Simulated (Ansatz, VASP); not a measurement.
# One calculation of Zn5O3, two programs

```
Zn O
1.0
     3.20625    0.00000    0.00000
    -1.60312    2.77669    0.00000
     0.00000    0.00000   12.18789
Zn O
5 3
Direct
  0.00000 0.00000 0.43373
  0.33333 0.66667 0.66195
  0.33333 0.66667 0.21140
  0.00000 0.00000 0.98939
  0.66667 0.33333 0.83591
  0.33333 0.66667 0.37263
  0.00000 0.00000 0.59502
  0.00000 0.00000 0.15097
```

Alike in both runs: functional PBE; k mesh 12 × 12 × 4; occupations gaussian, width 0.1 eV; no spin polarisation.

Ansatz relaxed the structure, and its values are those at the end. VASP's run is a single point on that final structure, the one shown.

|  | VASP | Ansatz |
| --- | --- | --- |
| version | VASP 6.6.1 | Ansatz 0.2.0 |
| potentials or method | VASP PAW PBE potentials, release 64 (Zn, O), cutoff 520 eV | scalar-relativistic, plane waves, PAW |
| valence electrons in the cell | 78 | 78 |

|  | VASP | Ansatz | Ansatz less VASP |
| --- | --- | --- | --- |
| gap on the k mesh at the Fermi level (eV) | none | none | - |
| pressure (GPa) | 0.7 | 0.0 | -0.70 |
| rms of the force components (eV/Å) | 0.015 | 0.002 | -0.0129 |

A gap of «none» marks a metal or a gap that the smearing closes.
